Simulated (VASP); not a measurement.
# Ta (I4/mmm) in VASP: further runs

Ta is run at these levels: PBEsol; tasks: single point.

Everything below comes from runs of VASP 6.6.1. Logs are shortened: lines on timing, memory, paths and dates and some standing lists are left out, and cuts for length are marked.

**1. The cell of the first run**

It takes space group I4/mmm (No. 139, tetragonal). Conventional cell: a = 3.281 Å, b = 3.281 Å, c = 3.149 Å, α = 90.00°, β = 90.00°, γ = 90.00°. Ta (site symmetry 4/mmm) has 14 Ta at 2.80 to 3.28 Å within 3.7 Å.

**2. Single point, PBEsol (strain -0.0400 x Voigt [0, 1, 0, 0, 0, 0])**

Input file INCAR:

```
SYSTEM = Ta
PREC = Accurate
ENCUT = 520
EDIFF = 1E-6
ISMEAR = 0
SIGMA = 0.15
LREAL = .FALSE.
LASPH = .TRUE.
NELM = 60
ALGO = Fast
ISIF = 2
LWAVE = .FALSE.
LCHARG = .TRUE.
GGA = PS
LELF = .TRUE.
LVHAR = .TRUE.
NBANDS = 12
```

Input file KPOINTS:

```
regular mesh
0
G
  26 26 26
  0 0 0
```

Input file POSCAR:

```
Ta
1.0
   -1.6402597622      1.5746493717      1.6402597622
    1.6402597622     -1.5746493717      1.6402597622
    1.6402597622      1.5746493717     -1.6402597622
Ta
1
Direct
    0.0000000000      0.0000000000      0.0000000000
```

Potentials or basis: VASP PAW PBE potentials, release 64 (Ta_pv).

Started as:

```console
$ cat potpaw_PBE.64/Ta_pv/POTCAR > POTCAR
$ mpirun -np 1 vasp_std > vasp.out
```

OUTCAR:

```text
SYSTEM = Ta
   PREC = Accurate
   ENCUT = 520
   EDIFF = 1E-6
   ISMEAR = 0
   LREAL = .FALSE.
   LASPH = .TRUE.
   NELM = 60
   ISIF = 2
   GGA = PS

 ion  position               nearest neighbor table
   1  0.000  0.000  0.000-

  LATTYP: Found a body centered tetragonal cell.
 ALAT       =     3.2805195244
 C/A-ratio  =     0.9600000000

  Lattice vectors:

 A1 = (  -1.6402597622,  -1.5746493717,   1.6402597622)
 A2 = (   1.6402597622,  -1.5746493717,  -1.6402597622)
 A3 = (   1.6402597622,   1.5746493717,   1.6402597622)

Analysis of symmetry for initial positions (statically):
=====================================================================
 Subroutine PRICEL returns:
 Original cell was already a primitive cell.

 Routine SETGRP: Setting up the symmetry group for a
 body centered tetragonal supercell.

 Subroutine GETGRP returns: Found 16 space group operations
 (whereof 16 operations were pure point group operations)
 out of a pool of 16 trial point group operations.

The static configuration has the point symmetry D_4h.

Analysis of symmetry for dynamics (positions and initial velocities):
=====================================================================
 Subroutine PRICEL returns:
 Original cell was already a primitive cell.

 Routine SETGRP: Setting up the symmetry group for a
 body centered tetragonal supercell.

 Subroutine GETGRP returns: Found 16 space group operations
 (whereof 16 operations were pure point group operations)
 out of a pool of 16 trial point group operations.

The dynamic configuration has the point symmetry D_4h.

 Subroutine INISYM returns: Found 16 space group operations
 (whereof 16 operations are pure point group operations),
 and found     1 'primitive' translations

----------------------------------------------------------------------------------------

                                     Primitive cell

  volume of cell :      16.9461

  direct lattice vectors                    reciprocal lattice vectors
    -1.640259762  1.574649372  1.640259762     0.000000000  0.317531007  0.304829766
     1.640259762 -1.574649372  1.640259762     0.304829766  0.000000000  0.304829766
     1.640259762  1.574649372 -1.640259762     0.304829766  0.317531007  0.000000000

  length of vectors
     2.803644917  2.803644917  2.803644917     0.440167158  0.431094390  0.440167158

  position of ions in fractional coordinates (direct lattice)
     0.000000000  0.000000000  0.000000000

  ion indices of the primitive-cell ions
   primitive index   ion index
                 1           1

[... 83 lines left out ...]
   NUPDOWN=      -1.0000    fix difference up-down
   EMIN   =  10.00;   EMAX   =-10.00  energy-range for DOS
   EFERMI =   0.00;   METHOD = LEGACY
   ISMEAR =     0;   SIGMA  =   0.15  broadening in eV -4-tet -1-fermi 0-gaus
   EFERMI_NEDOS =   21; number of points for ismear=-14 and -15
   IALGO  =     68    algorithm
   IMIX   =      4    mixing-type and parameters
     AMIX     =   0.40;   BMIX     =  1.00
     AMIX_MAG =   1.60;   BMIX_MAG =  1.00
  volume/ion in A,a.u.               =      16.95       114.36
  Fermi-wavevector in a.u.,A,eV,Ry     =   1.417477  2.678643 27.337384  2.009241
  Thomas-Fermi vector in A             =   2.538703
   LORBIT       =      0    0 simple, 1 ext, 2 COOP (PROOUT), +10 PAW based schemes
   GGA     = PS    functional components
   LHFCALC =     F    Hartree Fock is set to
   AEXX    =    0.0000 exact exchange contribution
   IVDW    =     0    specifies the selected vdW correction
   LEPSILON=     F    determine dielectric tensor
   LRPA    =     F    only Hartree local field effects (RPA)
 non-spin polarized calculation
 RMM-DIIS sequential band-by-band and
 Gauss-broadening in eV      SIGMA  =   0.15
  energy-cutoff  :      520.00
  volume of cell :       16.95
 maximum number of plane-waves:       482
 NGX is ok and might be reduce to    24
   NGX = 11   NGY = 11   NGZ = 11

 number of electron      11.0000000 magnetization

 Free energy of the ion-electron system (eV)
  ---------------------------------------------------
  ext. energy  EPLUGINS =         0.00000000
  ---------------------------------------------------
  free energy    TOTEN  =       -12.52857638 eV

  energy without entropy =      -12.51411855  energy(sigma->0) =      -12.52134746

 E-fermi :   5.8220     XC(G=0): -13.0434

 val. band max:        5.8208158324   @ k =  -0.3462   0.4231   0.1538
 cond. band min:       5.8248830652   @ k =   0.0769   0.0769   0.0769
 fundamental gap:      0.0040672328
 Fermi energy:         5.8220005822

 k-point     1 :       0.0000    0.0000    0.0000
  band No.  band energies     occupation
      1     -26.9590      2.00000
      2     -26.9590      2.00000
      3     -26.9478      2.00000
      4      -2.3368      2.00000
      5       6.1769      0.00082
      6       6.7463      0.00000
      7       6.7463      0.00000
      8       9.6139      0.00000
      9      10.4122      0.00000
     10      20.9109      0.00000
     11      20.9109      0.00000
     12      21.7002      0.00000
[... 331 lines left out ...]
 k-point    24 :       0.3462    0.0385   -0.0000
  band No.  band energies     occupation
      1     -28.1620      2.00000
      2     -27.3591      2.00000
      3     -26.9879      2.00000
      4       1.1618      2.00000
      5       4.2589      2.00000
      6       6.2352      0.00010
      7      10.1083      0.00000
      8      10.7284      0.00000
      9      12.1515      0.00000
     10      19.2672      0.00000
     11      20.6006      0.00000
     12      21.0457      0.00000

 [... further k-points ...]

------------------------ aborting loop because EDIFF is reached ----------------------------------------

  FORCE on cell =-STRESS in cart. coord.  units (eV):
  Direction    XX          YY          ZZ          XY          YZ          ZX
  --------------------------------------------------------------------------------------
  -------------------------------------------------------------------------------------
  Total        0.8557829      1.4134890      0.8557829      0.0000000      0.0000000      0.0000000
  in kB       80.9105310    133.6392122     80.9105310      0.0000000      0.0000000      0.0000000
  external PRESSURE =      98.4867580 kB  Pullay stress =       0.0000000 kB

 VOLUME and BASIS-vectors are now :
 -----------------------------------------------------------------------------
  energy-cutoff  :      520.00
  volume of cell :       16.95
      direct lattice vectors                 reciprocal lattice vectors
    -1.640259762  1.574649372  1.640259762     0.000000000  0.317531007  0.304829766
     1.640259762 -1.574649372  1.640259762     0.304829766  0.000000000  0.304829766
     1.640259762  1.574649372 -1.640259762     0.304829766  0.317531007  0.000000000

 POSITION                                       TOTAL-FORCE (eV/Angst)
 -----------------------------------------------------------------------------------
      0.00000      0.00000      0.00000         0.000000     -0.000000      0.000000
 -----------------------------------------------------------------------------------
    total drift:                               -0.000000      0.000000     -0.000000

  FREE ENERGIE OF THE ION-ELECTRON SYSTEM (eV)
  ---------------------------------------------------
  free  energy   TOTEN  =       -12.5285763773 eV

  energy  without entropy=      -12.5141185519  energy(sigma->0) =      -12.52134746
```

It took 2.5 min on 1 thread of AMD EPYC 7R13, shared host; peak memory 0.37 GiB.

Results:

| Item | Value |
| --- | --- |
| Free energy | -12.5286 eV |
| Pressure | 9.8 GPa |
| Band gap on the k mesh | zero (an odd number of electrons rules out a gap without spin polarisation) |

Levels at points of the mesh, in eV from the Fermi level:
| k point | band 4 | band 5 | band 6 | band 7 | band 8 | band 9 |
| --- | --- | --- | --- | --- | --- | --- |
| (0.00, 0.00, 0.00) | -8.16 | 0.35 | 0.92 | 0.92 | 3.79 | 4.59 |
| (0.50, 0.00, 0.00) | -4.67 | -1.92 | 2.03 | 4.24 | 5.52 | 8.44 |
| (0.00, 0.50, 0.00) | -4.68 | -1.34 | 1.70 | 3.62 | 4.98 | 8.34 |
| (0.50, 0.50, 0.50) | -4.25 | -4.13 | 7.30 | 7.30 | 7.49 | 8.89 |

Caveat: the cell differs from its parent crystal (strain -0.0400 x Voigt [0, 1, 0, 0, 0, 0]); the stress differs along the axes, from 8 to 13 GPa; the PAW data sets were made with another functional, which shifts forces and pressure a little; spin-orbit coupling is left out, which moves the levels of the heavy elements.

(Part 1 of 2 ends here.)
